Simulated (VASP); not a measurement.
# GaP (F-43m) in VASP: relaxation of the atoms with r2SCAN

Aim: the relaxation of the atoms of GaP with r2SCAN.

Everything below comes from runs of VASP 6.6.1. Logs are shortened: lines on timing, memory, paths and dates and some standing lists are left out, and cuts for length are marked.

### Step 1. The cell of the first run

Symmetry: F-43m, No. 216, cubic system. The conventional cell has a = 5.558 Å, b = 5.558 Å, c = 5.558 Å, α = 90.00°, β = 90.00°, γ = 90.00°. Within 3.2 Å of Ga (site symmetry -43m) lie 4 P at 2.41 Å. P (site symmetry -43m) has 4 Ga at 2.41 Å within 3.2 Å.

### Step 2. Relaxation of the atoms, r2SCAN

POSCAR

```
GaP
1.0
    0.0000000000      2.7791739600      2.7791739600
    2.7791739600      0.0000000000      2.7791739600
    2.7791739600      2.7791739600      0.0000000000
Ga P
1 1
Direct
    0.0000000000      0.0000000000      0.0000000000
    0.2500000000      0.2500000000      0.2500000000
```

INCAR.step1

```
ALGO = Normal ; EDIFF = 1E-4
ENCUT = 520 ; GGA = PE
ISMEAR = -1 ; LASPH = True
LCHARG = False ; LREAL = False
LWAVE = True ; NELM = 80
PREC = Accurate ; SIGMA = 0.02
```

INCAR.step2

```
ALGO = Normal ; EDIFF = 1E-6
EDIFFG = -0.01 ; ENCUT = 520
IBRION = 2 ; ISIF = 2
ISMEAR = -1 ; ISTART = 1
LASPH = True ; LCHARG = False
LMIXTAU = True ; LREAL = False
LWAVE = False ; METAGGA = R2SCAN
NELM = 80 ; NSW = 50
PREC = Accurate ; SIGMA = 0.02
```

KPOINTS

```
k-points
0
Gamma
  10 10 10
```

Potentials or basis: VASP PAW PBE potentials, release 64 (Ga_d, P).

Started as:

```sh
> cat potpaw_PBE.64/Ga_d/POTCAR potpaw_PBE.64/P/POTCAR > POTCAR
> cp INCAR.step1 INCAR
> mpirun -np 1 vasp_std > vasp.out
> cp INCAR.step2 INCAR
> mpirun -np 1 vasp_std > vasp.out
```

OUTCAR:

```text
EDIFF = 1E-6
   EDIFFG = -0.01
   ENCUT = 520
   IBRION = 2
   ISIF = 2
   ISMEAR = -1
   ISTART = 1
   LASPH = True
   LREAL = False
   METAGGA = R2SCAN
   NELM = 80
   NSW = 50
   PREC = Accurate

 ion  position               nearest neighbor table
   1  0.000  0.000  0.000-   2 2.41   2 2.41   2 2.41   2 2.41
   2  0.250  0.250  0.250-   1 2.41   1 2.41   1 2.41   1 2.41

  LATTYP: Found a face centered cubic cell.
 ALAT       =     5.5583479200

  Lattice vectors:

 A1 = (   0.0000000000,   2.7791739600,   2.7791739600)
 A2 = (   2.7791739600,   0.0000000000,   2.7791739600)
 A3 = (   2.7791739600,   2.7791739600,   0.0000000000)

Analysis of symmetry for initial positions (statically):
=====================================================================
 Subroutine PRICEL returns:
 Original cell was already a primitive cell.

 Routine SETGRP: Setting up the symmetry group for a
 face centered cubic supercell.

 Subroutine GETGRP returns: Found 24 space group operations
 (whereof 24 operations were pure point group operations)
 out of a pool of 48 trial point group operations.

The static configuration has the point symmetry T_d .

Analysis of symmetry for dynamics (positions and initial velocities):
=====================================================================
 Subroutine PRICEL returns:
 Original cell was already a primitive cell.

 Routine SETGRP: Setting up the symmetry group for a
 face centered cubic supercell.

 Subroutine GETGRP returns: Found 24 space group operations
 (whereof 24 operations were pure point group operations)
 out of a pool of 48 trial point group operations.

The dynamic configuration has the point symmetry T_d .

 Subroutine INISYM returns: Found 24 space group operations
 (whereof 24 operations are pure point group operations),
 and found     1 'primitive' translations

----------------------------------------------------------------------------------------

                                     Primitive cell

  volume of cell :      42.9316

  direct lattice vectors                    reciprocal lattice vectors
     0.000000000  2.779173960  2.779173960    -0.179909573  0.179909573  0.179909573
     2.779173960  0.000000000  2.779173960     0.179909573 -0.179909573  0.179909573
     2.779173960  2.779173960  0.000000000     0.179909573  0.179909573 -0.179909573

  length of vectors
     3.930345506  3.930345506  3.930345506     0.311612521  0.311612521  0.311612521

  position of ions in fractional coordinates (direct lattice)
     0.000000000  0.000000000  0.000000000
     0.250000000  0.250000000  0.250000000

  ion indices of the primitive-cell ions
   primitive index   ion index
                 1           1
                 2           2

----------------------------------------------------------------------------------------

 KPOINTS: k-points

Automatic generation of k-mesh.
 Grid dimensions read from file:
 generate k-points for:   10   10   10

 Generating k-lattice:

  Cartesian coordinates                     Fractional coordinates (reciprocal lattice)
    -0.017990957  0.017990957  0.017990957     0.100000000  0.000000000  0.000000000
     0.017990957 -0.017990957  0.017990957     0.000000000  0.100000000  0.000000000
     0.017990957  0.017990957 -0.017990957     0.000000000  0.000000000  0.100000000

  Length of vectors
     0.031161252  0.031161252  0.031161252

  Shift w.r.t. Gamma in fractional coordinates (k-lattice)
     0.000000000  0.000000000  0.000000000

 Subroutine IBZKPT returns following result:
 ===========================================

 Found     47 irreducible k-points:

 Following reciprocal coordinates:
            Coordinates               Weight
  0.000000  0.000000  0.000000      1.000000
  0.100000  0.000000  0.000000      8.000000
  0.200000  0.000000  0.000000      8.000000
  0.300000  0.000000  0.000000      8.000000
  0.400000  0.000000  0.000000      8.000000
  0.500000  0.000000  0.000000      4.000000
[... 16 lines left out ...]
  0.300000  0.300000  0.000000      6.000000
  0.400000  0.300000  0.000000     24.000000
 [... further k-points ...]
   k-points           NKPTS =     47   k-points in BZ     NKDIM =     47   number of bands    NBANDS=     13
   number of dos      NEDOS =    301   number of ions     NIONS =      2
   total plane-waves  NPLWV =  27000
   dimension x,y,z NGX =    30 NGY =   30 NGZ =   30
   dimension x,y,z NGXF=    60 NGYF=   60 NGZF=   60
   ions per type =               1   1
   NGX,Y,Z   is equivalent  to a cutoff of  12.69, 12.69, 12.69 a.u.
   NGXF,Y,Z  is equivalent  to a cutoff of  25.38, 25.38, 25.38 a.u.
 SYSTEM =  unknown system
   PREC   = accura    normal or accurate (medium, high low for compatibility)
   ISTART =      1    job   : 0-new  1-cont  2-samecut
   ICHARG =      0    charge: 1-file 2-atom 10-const
   ISPIN  =      1    spin polarized calculation?
   LNONCOLLINEAR =      F non collinear calculations
   LSORBIT =      F    spin-orbit coupling
   LASPH  =      T    aspherical Exc in radial PAW
   ENCUT  =  520.0 eV  38.22 Ry    6.18 a.u.   7.31  7.31  7.31*2*pi/ulx,y,z
   NELM   =     80;   NELMIN=  2; NELMDL=  0     # of ELM steps
   EDIFF  = 0.1E-05   stopping-criterion for ELM
   LREAL  =      F    real-space projection
   EDIFFG = -.1E-01   stopping-criterion for IOM
   NSW    =     50    number of steps for IOM
   IBRION =      2    ionic relax: 0-MD 1-quasi-New 2-CG
   NFREE  =      1    steps in history (QN), initial steepest desc. (CG)
   ISIF   =      2    stress and relaxation
   ISYM   =      2    0-nonsym 1-usesym 2-fastsym
   POTIM  = 0.5000    time-step for ionic-motion
   TEBEG  =    0.0;   TEEND  =   0.0 temperature during run
   PSTRESS=    0.0 pullay stress
   NELECT =      18.0000    total number of electrons
   NUPDOWN=      -1.0000    fix difference up-down
   EMIN   =  10.00;   EMAX   =-10.00  energy-range for DOS
   EFERMI =   0.00;   METHOD = LEGACY
   ISMEAR =    -1;   SIGMA  =   0.02  broadening in eV -4-tet -1-fermi 0-gaus
   EFERMI_NEDOS =   21; number of points for ismear=-14 and -15
   IALGO  =     38    algorithm
   IMIX   =      4    mixing-type and parameters
     AMIX     =   0.40;   BMIX     =  1.00
     AMIX_MAG =   1.60;   BMIX_MAG =  1.00
  volume/ion in A,a.u.               =      21.47       144.86
  Fermi-wavevector in a.u.,A,eV,Ry     =   1.225293  2.315468 20.427009  1.501343
  Thomas-Fermi vector in A             =   2.360336
   LORBIT       =      0    0 simple, 1 ext, 2 COOP (PROOUT), +10 PAW based schemes
   METAGGA = R2SCAN    functional components
   LHFCALC =     F    Hartree Fock is set to
   AEXX    =    0.0000 exact exchange contribution
   IVDW    =     0    specifies the selected vdW correction
   LEPSILON=     F    determine dielectric tensor
   LRPA    =     F    only Hartree local field effects (RPA)
 conjugate gradient relaxation of ions
 non-spin polarized calculation
  energy-cutoff  :      520.00
  volume of cell :       42.93
 maximum number of plane-waves:      1179
 NGX is ok and might be reduce to    30
   NGX = 15   NGY = 15   NGZ = 15

 number of electron      18.0000013 magnetization

 Free energy of the ion-electron system (eV)
  ---------------------------------------------------
  ext. energy  EPLUGINS =         0.00000000
  ---------------------------------------------------
  free energy    TOTEN  =       -21.42786271 eV

  energy without entropy =      -21.42786271  energy(sigma->0) =      -21.42786271

 E-fermi :   4.2857     XC(G=0): -10.2653

 val. band max:        3.8755662644   @ k =   0.0000   0.0000   0.0000
 cond. band min:       5.7084276150   @ k =   0.0000   0.0000   0.0000
 fundamental gap:      1.8328613506
 Fermi energy:         4.2857112186

 k-point     1 :       0.0000    0.0000    0.0000
  band No.  band energies     occupation
      1     -11.0281      2.00000
      2     -11.0281      2.00000
      3     -11.0281      2.00000
      4     -10.9326      2.00000
      5     -10.9326      2.00000
      6      -8.7055      2.00000
      7       3.8755      2.00000
      8       3.8756      2.00000
      9       3.8756      2.00000
     10       5.7084      0.00000
     11       8.0772      0.00000
     12       8.0774      0.00000
     13       8.0774      0.00000

 k-point     2 :       0.1000    0.0000    0.0000
  band No.  band energies     occupation
      1     -11.0360      2.00000
      2     -11.0254      2.00000
      3     -11.0253      2.00000
      4     -10.9326      2.00000
      5     -10.9326      2.00000
      6      -8.5788      2.00000
      7       2.7015      2.00000
      8       3.7300      2.00000
      9       3.7300      2.00000
     10       6.3256      0.00000
     11       8.3072      0.00000
     12       8.3073      0.00000
     13       8.3657      0.00000

 k-point     3 :       0.2000    0.0000    0.0000
  band No.  band energies     occupation
      1     -11.0555      2.00000
      2     -11.0187      2.00000
      3     -11.0187      2.00000
      4     -10.9322      2.00000
      5     -10.9322      2.00000
      6      -8.2124      2.00000
      7       0.9112      2.00000
      8       3.4090      2.00000
      9       3.4090      2.00000
     10       6.3466      0.00000
     11       8.7627      0.00000
     12       8.7628      0.00000
     13       9.6286      0.00000
[... 305 lines left out ...]
 k-point    23 :       0.3000    0.3000    0.0000
  band No.  band energies     occupation
      1     -11.1040      2.00000
      2     -10.9911      2.00000
      3     -10.9911      2.00000
      4     -10.9505      2.00000
      5     -10.9201      2.00000
      6      -7.2891      2.00000
      7      -0.6407      2.00000
      8       1.9244      2.00000
      9       1.9244      2.00000
     10       6.1052      0.00000
     11       7.4308      0.00000
     12      11.7791      0.00000
     13      11.7792      0.00000

 k-point    24 :       0.4000    0.3000    0.0000
  band No.  band energies     occupation
      1     -11.1152      2.00000
      2     -10.9857      2.00000
      3     -10.9840      2.00000
      4     -10.9528      2.00000
      5     -10.9183      2.00000
      6      -6.7937      2.00000
      7      -1.5035      2.00000
      8       1.3897      2.00000
      9       1.7102      2.00000
     10       6.2391      0.00000
     11       7.3116      0.00000
     12      11.7658      0.00000
     13      12.2755      0.00000

 [... further k-points ...]

------------------------ aborting loop because EDIFF is reached ----------------------------------------

  FORCE on cell =-STRESS in cart. coord.  units (eV):
  Direction    XX          YY          ZZ          XY          YZ          ZX
  --------------------------------------------------------------------------------------
  -------------------------------------------------------------------------------------
  Total       -1.2148090     -1.2148090     -1.2148090      0.0000000     -0.0000000     -0.0000000
  in kB      -45.3358105    -45.3358105    -45.3358105      0.0000000     -0.0000000     -0.0000000
  external PRESSURE =     -45.3358105 kB  Pullay stress =       0.0000000 kB

 VOLUME and BASIS-vectors are now :
 -----------------------------------------------------------------------------
  energy-cutoff  :      520.00
  volume of cell :       42.93
      direct lattice vectors                 reciprocal lattice vectors
     0.000000000  2.779173960  2.779173960    -0.179909573  0.179909573  0.179909573
     2.779173960  0.000000000  2.779173960     0.179909573 -0.179909573  0.179909573
     2.779173960  2.779173960  0.000000000     0.179909573  0.179909573 -0.179909573

 POSITION                                       TOTAL-FORCE (eV/Angst)
 -----------------------------------------------------------------------------------
      0.00000      0.00000      0.00000         0.000000      0.000000     -0.000000
      1.38959      1.38959      1.38959        -0.000000     -0.000000      0.000000
 -----------------------------------------------------------------------------------
    total drift:                                0.000004      0.000004      0.000003

  FREE ENERGIE OF THE ION-ELECTRON SYSTEM (eV)
  ---------------------------------------------------
  free  energy   TOTEN  =       -21.4278627136 eV

  energy  without entropy=      -21.4278627136  energy(sigma->0) =      -21.42786271

 reached required accuracy - stopping structural energy minimisation
```

Wall time 97 s (1 thread of Intel Xeon Platinum 8259CL at 2.50GHz (Skylake/Cascade Lake), shared host); peak memory 0.19 GiB.

What came out:

- Free energy: -21.4279 eV
- Pressure after relaxing: -4.5 GPa
- Band gap on the k mesh: 1.83 eV

Final structure:
```xyz
2
Lattice="0.0000 2.7792 2.7792 2.7792 0.0000 2.7792 2.7792 2.7792 0.0000" Properties=species:S:1:pos:R:3 pbc="T T T"
Ga    0.0000    0.0000    0.0000
P     1.3896    1.3896    1.3896
```

Caveat: the relaxation stopped at its first step, so nothing moved; the PAW data sets were made with another functional, which shifts forces and pressure a little. r2SCAN opens gaps a little over a GGA but as a rule still falls short of measured ones.
